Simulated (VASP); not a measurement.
# Cu in VASP: further runs

Cu is run at these levels: PBE; tasks: single point.

Program: VASP 6.6.1. These are calculated values, not measurements. Logs are shortened: lines on timing, memory, paths and dates and some standing lists are left out, and cuts for length are marked.

## 1. The cell of the first run

The structure is tetragonal, space group I4/mmm (No. 139). Conventional cell: a = 2.886 Å, b = 2.886 Å, c = 2.752 Å, α = 90.00°, β = 90.00°, γ = 90.00°. Within 3.2 Å of Cu (site symmetry 4/mmm) lie 14 Cu at 2.46 to 2.89 Å.

## 2. Single point, PBE

INCAR

```
SYSTEM = Cu
PREC = Accurate
ENCUT = 520
EDIFF = 1E-6
ISMEAR = 0
SIGMA = 0.1
LREAL = .False.
LASPH = .True.
NELM = 60
ALGO = Fast
ISIF = 2
LWAVE = .False.
LCHARG = .True.
GGA = PE
LELF = .True.
LVHAR = .True.
NBANDS = 12
```

KPOINTS

```
Automatic mesh
0
Gamma
  26 26 26
  0 0 0
```

POSCAR

```
Cu
1.0
   -1.4427933200      1.4427933200      1.3760814500
    1.4427933200     -1.4427933200      1.3760814500
    1.4427933200      1.4427933200     -1.3760814500
Cu
1
Direct
    0.0000000000      0.0000000000      0.0000000000
```

Potentials or basis: VASP PAW PBE potentials, release 64 (Cu).

The run is started by

```sh
cat potpaw_PBE.64/Cu/POTCAR > POTCAR
mpirun -np 1 vasp_std > vasp.out
```

OUTCAR:

```text
SYSTEM = Cu
   PREC = Accurate
   ENCUT = 520
   EDIFF = 1E-6
   ISMEAR = 0
   LREAL = .False.
   LASPH = .True.
   NELM = 60
   ISIF = 2
   GGA = PE

 ion  position               nearest neighbor table
   1  0.000  0.000  0.000-

  LATTYP: Found a body centered tetragonal cell.
 ALAT       =     2.8855866400
 C/A-ratio  =     0.9537620052

  Lattice vectors:

 A1 = (  -1.4427933200,   1.4427933200,   1.3760814500)
 A2 = (   1.4427933200,  -1.4427933200,   1.3760814500)
 A3 = (   1.4427933200,   1.4427933200,  -1.3760814500)

Analysis of symmetry for initial positions (statically):
=====================================================================
 Subroutine PRICEL returns:
 Original cell was already a primitive cell.

 Routine SETGRP: Setting up the symmetry group for a
 body centered tetragonal supercell.

 Subroutine GETGRP returns: Found 16 space group operations
 (whereof 16 operations were pure point group operations)
 out of a pool of 16 trial point group operations.

The static configuration has the point symmetry D_4h.

Analysis of symmetry for dynamics (positions and initial velocities):
=====================================================================
 Subroutine PRICEL returns:
 Original cell was already a primitive cell.

 Routine SETGRP: Setting up the symmetry group for a
 body centered tetragonal supercell.

 Subroutine GETGRP returns: Found 16 space group operations
 (whereof 16 operations were pure point group operations)
 out of a pool of 16 trial point group operations.

The dynamic configuration has the point symmetry D_4h.

 Subroutine INISYM returns: Found 16 space group operations
 (whereof 16 operations are pure point group operations),
 and found     1 'primitive' translations

----------------------------------------------------------------------------------------

                                     Primitive cell

  volume of cell :      11.4581

  direct lattice vectors                    reciprocal lattice vectors
    -1.442793320  1.442793320  1.376081450     0.000000000  0.346549983  0.363350585
     1.442793320 -1.442793320  1.376081450     0.346549983  0.000000000  0.363350585
     1.442793320  1.442793320 -1.376081450     0.346549983  0.346549983  0.000000000

  length of vectors
     2.461078074  2.461078074  2.461078074     0.502116060  0.502116060  0.490095685

  position of ions in fractional coordinates (direct lattice)
     0.000000000  0.000000000  0.000000000

  ion indices of the primitive-cell ions
   primitive index   ion index
                 1           1

----------------------------------------------------------------------------------------

 KPOINTS: Automatic mesh

Automatic generation of k-mesh.
 Grid dimensions read from file:
 generate k-points for:   26   26   26

 Generating k-lattice:

  Cartesian coordinates                     Fractional coordinates (reciprocal lattice)
     0.000000000  0.013328845  0.013975023     0.038461538 -0.000000000  0.000000000
     0.013328845  0.000000000  0.013975023    -0.000000000  0.038461538  0.000000000
     0.013328845  0.013328845  0.000000000     0.000000000  0.000000000  0.038461538

  Length of vectors
     0.019312156  0.019312156  0.018849834

  Shift w.r.t. Gamma in fractional coordinates (k-lattice)
     0.000000000  0.000000000  0.000000000

 Subroutine IBZKPT returns following result:
 ===========================================

 Found   1330 irreducible k-points:

 Following reciprocal coordinates:
            Coordinates               Weight
  0.000000  0.000000  0.000000      1.000000
  0.038462  0.000000  0.000000      8.000000
  0.076923  0.000000  0.000000      8.000000
  0.115385  0.000000  0.000000      8.000000
  0.153846  0.000000  0.000000      8.000000
  0.192308 -0.000000  0.000000      8.000000
[... 16 lines left out ...]
  0.346154  0.038462  0.000000     16.000000
  0.384615  0.038462  0.000000     16.000000
 [... further k-points ...]
   k-points           NKPTS =   1330   k-points in BZ     NKDIM =   1330   number of bands    NBANDS=     12
   number of dos      NEDOS =    301   number of ions     NIONS =      1
   total plane-waves  NPLWV =   5832
   dimension x,y,z NGX =    18 NGY =   18 NGZ =   18
   dimension x,y,z NGXF=    36 NGYF=   36 NGZF=   36
   ions per type =               1
   NGX,Y,Z   is equivalent  to a cutoff of  12.16, 12.16, 12.16 a.u.
   NGXF,Y,Z  is equivalent  to a cutoff of  24.32, 24.32, 24.32 a.u.
 SYSTEM =  Cu
   PREC   = accura    normal or accurate (medium, high low for compatibility)
   ISTART =      0    job   : 0-new  1-cont  2-samecut
   ICHARG =      2    charge: 1-file 2-atom 10-const
   ISPIN  =      1    spin polarized calculation?
   LNONCOLLINEAR =      F non collinear calculations
   LSORBIT =      F    spin-orbit coupling
   LASPH  =      T    aspherical Exc in radial PAW
   ENCUT  =  520.0 eV  38.22 Ry    6.18 a.u.   4.58  4.58  4.58*2*pi/ulx,y,z
   NELM   =     60;   NELMIN=  2; NELMDL= -5     # of ELM steps
   EDIFF  = 0.1E-05   stopping-criterion for ELM
   LREAL  =      F    real-space projection
   EDIFFG = 0.1E-04   stopping-criterion for IOM
   NSW    =      0    number of steps for IOM
   IBRION =     -1    ionic relax: 0-MD 1-quasi-New 2-CG
   NFREE  =      0    steps in history (QN), initial steepest desc. (CG)
   ISIF   =      2    stress and relaxation
   ISYM   =      2    0-nonsym 1-usesym 2-fastsym
   POTIM  = 0.5000    time-step for ionic-motion
   TEBEG  =    0.0;   TEEND  =   0.0 temperature during run
   PSTRESS=    0.0 pullay stress
   NELECT =      11.0000    total number of electrons
   NUPDOWN=      -1.0000    fix difference up-down
   EMIN   =  10.00;   EMAX   =-10.00  energy-range for DOS
   EFERMI =   0.00;   METHOD = LEGACY
   ISMEAR =     0;   SIGMA  =   0.10  broadening in eV -4-tet -1-fermi 0-gaus
   EFERMI_NEDOS =   21; number of points for ismear=-14 and -15
   IALGO  =     68    algorithm
   IMIX   =      4    mixing-type and parameters
     AMIX     =   0.40;   BMIX     =  1.00
     AMIX_MAG =   1.60;   BMIX_MAG =  1.00
  volume/ion in A,a.u.               =      11.46        77.32
  Fermi-wavevector in a.u.,A,eV,Ry     =   1.614984  3.051878 35.486359  2.608174
  Thomas-Fermi vector in A             =   2.709805
   LORBIT       =      0    0 simple, 1 ext, 2 COOP (PROOUT), +10 PAW based schemes
   GGA     = PE    functional components
   LHFCALC =     F    Hartree Fock is set to
   AEXX    =    0.0000 exact exchange contribution
   IVDW    =     0    specifies the selected vdW correction
   LEPSILON=     F    determine dielectric tensor
   LRPA    =     F    only Hartree local field effects (RPA)
 non-spin polarized calculation
 RMM-DIIS sequential band-by-band and
 Gauss-broadening in eV      SIGMA  =   0.10
  energy-cutoff  :      520.00
  volume of cell :       11.46
 maximum number of plane-waves:       327
   NGX =  9   NGY =  9   NGZ =  9

 number of electron      10.9999998 magnetization

 Free energy of the ion-electron system (eV)
  ---------------------------------------------------
  ext. energy  EPLUGINS =         0.00000000
  ---------------------------------------------------
  free energy    TOTEN  =        -3.67841504 eV

  energy without entropy =       -3.67639015  energy(sigma->0) =       -3.67740259

 E-fermi :   7.9718     XC(G=0): -12.9041

 val. band max:        7.9711570276   @ k =  -0.1154  -0.4231   0.0769
 cond. band min:       7.9727408689   @ k =  -0.2308  -0.3462   0.2308
 fundamental gap:      0.0015838413
 Fermi energy:         7.9717876103

 k-point     1 :       0.0000    0.0000    0.0000
  band No.  band energies     occupation
      1      -1.6117      2.00000
      2       4.6408      2.00000
      3       4.8356      2.00000
      4       4.8356      2.00000
      5       5.7066      2.00000
      6       5.9126      2.00000
      7      32.8396      0.00000
      8      32.8396      0.00000
      9      34.0850      0.00000
     10      36.9079      0.00000
     11      36.9135      0.00000
     12      36.9230      0.00000

 k-point     2 :       0.0385    0.0000    0.0000
  band No.  band energies     occupation
      1      -1.5522      2.00000
      2       4.6464      2.00000
      3       4.8342      2.00000
      4       4.8411      2.00000
      5       5.7067      2.00000
      6       5.9035      2.00000
      7      32.4927      0.00000
      8      32.6755      0.00000
      9      33.5953      0.00000
     10      35.9269      0.00000
     11      36.0818      0.00000
     12      36.4923      0.00000

 k-point     3 :       0.0769    0.0000    0.0000
  band No.  band energies     occupation
      1      -1.3749      2.00000
      2       4.6459      2.00000
      3       4.8288      2.00000
      4       4.8748      2.00000
      5       5.7067      2.00000
      6       5.8796      2.00000
      7      31.2892      0.00000
      8      32.2612      0.00000
      9      32.5595      0.00000
     10      34.6452      0.00000
     11      35.3021      0.00000
     12      36.0484      0.00000
[... 286 lines left out ...]
 k-point    23 :       0.3462    0.0385    0.0000
  band No.  band energies     occupation
      1       2.3933      2.00000
      2       4.0765      2.00000
      3       5.2882      2.00000
      4       5.7827      2.00000
      5       5.9916      2.00000
      6       6.3232      2.00000
      7      16.5064      0.00000
      8      25.7253      0.00000
      9      26.3442      0.00000
     10      30.0750      0.00000
     11      32.8585      0.00000
     12      39.8071      0.00000

 k-point    24 :       0.3846    0.0385    0.0000
  band No.  band energies     occupation
      1       2.6401      2.00000
      2       4.0159      2.00000
      3       5.6410      2.00000
      4       5.9058      2.00000
      5       6.0937      2.00000
      6       6.6175      2.00000
      7      14.9190      0.00000
      8      25.2810      0.00000
      9      25.8608      0.00000
     10      29.9076      0.00000
     11      32.7941      0.00000
     12      40.5530      0.00000

 [... further k-points ...]
[... 5 lines left out ...]
  --------------------------------------------------------------------------------------
  -------------------------------------------------------------------------------------
  Total        0.5758626      0.5758626      0.5743976      0.0000000      0.0000000      0.0000000
  in kB       80.5224662     80.5224662     80.3176148      0.0000000      0.0000000      0.0000000
  external PRESSURE =      80.4541824 kB  Pullay stress =       0.0000000 kB

 VOLUME and BASIS-vectors are now :
 -----------------------------------------------------------------------------
  energy-cutoff  :      520.00
  volume of cell :       11.46
      direct lattice vectors                 reciprocal lattice vectors
    -1.442793320  1.442793320  1.376081450     0.000000000  0.346549983  0.363350585
     1.442793320 -1.442793320  1.376081450     0.346549983  0.000000000  0.363350585
     1.442793320  1.442793320 -1.376081450     0.346549983  0.346549983  0.000000000

 POSITION                                       TOTAL-FORCE (eV/Angst)
 -----------------------------------------------------------------------------------
      0.00000      0.00000      0.00000        -0.000000      0.000000      0.000000
 -----------------------------------------------------------------------------------
    total drift:                                0.000000      0.000000      0.000000

  FREE ENERGIE OF THE ION-ELECTRON SYSTEM (eV)
  ---------------------------------------------------
  free  energy   TOTEN  =        -3.6784150377 eV

  energy  without entropy=       -3.6763901452  energy(sigma->0) =       -3.67740259
```

Run time: 64 s. Hardware: 1 thread of Intel Xeon 6975P-C (Granite Rapids), shared host; peak memory 0.27 GiB.

Results:

```
Free energy            : -3.6784 eV
Pressure               : 8.0 GPa
Band gap on the k mesh : zero (an odd number of electrons rules out a gap without spin polarisation)
```

Levels at points of the mesh, in eV from the Fermi level:
| k point | band 4 | band 5 | band 6 | band 7 | band 8 | band 9 |
| --- | --- | --- | --- | --- | --- | --- |
| (0.00, 0.00, 0.00) | -3.14 | -2.27 | -2.06 | 24.87 | 24.87 | 26.11 |
| (0.50, 0.00, 0.00) | -1.96 | -1.38 | -0.54 | 4.70 | 17.35 | 17.48 |
| (0.50, 0.50, 0.00) | -2.09 | -1.41 | -0.91 | 4.17 | 18.60 | 18.91 |
| (0.50, 0.50, 0.50) | -1.58 | -1.53 | 7.74 | 7.74 | 9.58 | 13.35 |

Caveat: the cell stands under pressure.

## 3. Single point, PBE (the cell strained at random)

INCAR

```
SYSTEM = Cu
PREC = Accurate
ENCUT = 520
EDIFF = 1E-6
ISMEAR = 0
SIGMA = 0.1
LREAL = .FALSE.
LASPH = .TRUE.
NELM = 100
ALGO = Fast
ISIF = 2
LWAVE = .FALSE.
LCHARG = .TRUE.
GGA = PE
LELF = .TRUE.
LVHAR = .TRUE.
NBANDS = 12
```

KPOINTS

```
Automatic mesh
0
G
  14 14 14
  0 0 0
```

POSCAR

```
Cu
1.0
   -1.4471553690      1.4337440392      1.3601266570
    1.4472463215     -1.4399025159      1.3666790560
    1.4638359032      1.4565830501     -1.3665836942
Cu
1
Direct
   -0.0017728543     -0.0219278576      0.0249258529
```

Potentials or basis: VASP PAW PBE potentials, release 64 (Cu).

The run is started by

```sh
cat potpaw_PBE.64/Cu/POTCAR > POTCAR
mpirun -np 1 vasp_std > vasp.out
```

Wall time 64 s (1 thread of Intel Xeon 6975P-C (Granite Rapids), shared host); peak memory 0.28 GiB.

Results (log left out):

```
Free energy            : -3.6730 eV
Pressure               : 7.9 GPa
Band gap on the k mesh : zero (an odd number of electrons rules out a gap without spin polarisation)
```

Stress tensor (GPa, compression positive):
```
 8.05 -1.11 -0.03
-1.11  8.09  0.35
-0.03  0.35  7.54
```

Levels at points of the mesh, in eV from the Fermi level:
| k point | band 2 | band 3 | band 4 | band 5 | band 6 | band 7 | band 8 | band 9 | band 10 | band 11 |
| --- | --- | --- | --- | --- | --- | --- | --- | --- | --- | --- |
| (0.00, 0.00, 0.00) | -3.39 | -3.17 | -3.09 | -2.33 | -2.05 | 24.37 | 24.90 | 26.34 | 28.53 | 28.75 |
| (0.50, 0.00, 0.00) | -4.07 | -2.19 | -1.95 | -1.40 | -0.44 | 4.82 | 16.92 | 17.34 | 21.10 | 24.18 |
| (0.00, 0.50, 0.00) | -4.05 | -2.22 | -1.95 | -1.41 | -0.54 | 4.69 | 17.07 | 17.67 | 21.29 | 24.40 |
| (0.50, 0.50, 0.00) | -3.73 | -2.42 | -2.15 | -1.43 | -0.91 | 4.17 | 18.75 | 19.09 | 22.66 | 25.63 |
| (0.00, 0.00, 0.50) | -3.78 | -2.39 | -2.10 | -1.45 | -1.07 | 3.92 | 18.91 | 19.34 | 22.85 | 25.83 |
| (0.50, 0.00, 0.50) | -4.05 | -2.22 | -1.95 | -1.41 | -0.53 | 4.70 | 17.23 | 17.50 | 21.31 | 24.38 |
| (0.00, 0.50, 0.50) | -4.09 | -2.18 | -1.94 | -1.41 | -0.52 | 4.72 | 17.00 | 17.44 | 21.17 | 24.27 |
| (0.50, 0.50, 0.50) | -4.80 | -1.63 | -1.58 | -1.54 | 7.40 | 7.68 | 9.96 | 13.17 | 13.91 | 16.99 |

Caveat: the cell differs from its parent crystal (the cell strained at random); the cell stands under pressure.

## 4. Single point, PBE

INCAR

```
PREC = Accurate ; ENCUT = 520
EDIFF = 1E-6 ; ISMEAR = 0
SIGMA = 0.1 ; LREAL = False
LASPH = True ; NELM = 100
ALGO = Fast ; ISIF = 2
LWAVE = False ; LCHARG = True
GGA = PE ; LELF = True
LVHAR = True ; NBANDS = 12
```

KPOINTS

```
regular mesh
0
Gamma
  30 30 30
```

POSCAR

```
Cu
1.0
   -1.4427933200      1.4427933200      1.3760814500
    1.4427933200     -1.4427933200      1.3760814500
    1.4427933200      1.4427933200     -1.3760814500
Cu
1
Direct
    0.0000000000      0.0000000000      0.0000000000
```

The run is started by

```sh
cat potpaw_PBE.64/Cu/POTCAR > POTCAR
mpirun -np 1 vasp_std > vasp.out
```

Run time: 1.7 min. Hardware: 1 thread of Intel Xeon 6975P-C (Granite Rapids), shared host; peak memory 0.36 GiB.

It converged, with:

| Quantity | Value |
| --- | --- |
| Free energy | -3.6790 eV |
| Pressure | 8.1 GPa |
| Band gap on the k mesh | zero (an odd number of electrons rules out a gap without spin polarisation) |

Levels at points of the mesh, in eV from the Fermi level:
| k point | band 2 | band 3 | band 4 | band 5 | band 6 | band 7 | band 8 | band 9 | band 10 | band 11 |
| --- | --- | --- | --- | --- | --- | --- | --- | --- | --- | --- |
| (0.00, 0.00, 0.00) | -3.33 | -3.13 | -3.13 | -2.26 | -2.06 | 24.87 | 24.87 | 26.11 | 28.94 | 28.94 |
| (0.50, 0.00, 0.00) | -4.02 | -2.18 | -1.95 | -1.38 | -0.54 | 4.70 | 17.35 | 17.49 | 21.36 | 24.44 |
| (0.50, 0.50, 0.00) | -3.78 | -2.33 | -2.09 | -1.41 | -0.91 | 4.17 | 18.60 | 18.91 | 22.53 | 25.54 |
| (0.50, 0.50, 0.50) | -4.78 | -1.58 | -1.58 | -1.53 | 7.74 | 7.74 | 9.58 | 13.35 | 13.99 | 16.79 |

Caveat: the cell stands under pressure.

## 5. Summary

```tsv
cell	k mesh	gap on the mesh (eV)	pressure (GPa)
a = 2.461 Å, angles 108.2, 108.2, 112.0°, 1 atom	26 × 26 × 26	none	8.0
a = 2.449, b = 2.457, c = 2.476 Å, angles 107.7, 108.1, 112.5°, 1 atom	14 × 14 × 14	none	7.9
a = 2.461 Å, angles 108.2, 108.2, 112.0°, 1 atom	30 × 30 × 30	none	8.1
```

Alike in all rows: task single point; level PBE; potentials or basis VASP PAW PBE potentials, release 64 (Cu); no spin polarisation; cutoff (eV) 520; smearing gaussian 0.1 eV.

Caveats: the cell stands under pressure.

Total energies depend on the potentials used, so only differences within one code and one set of settings carry meaning.
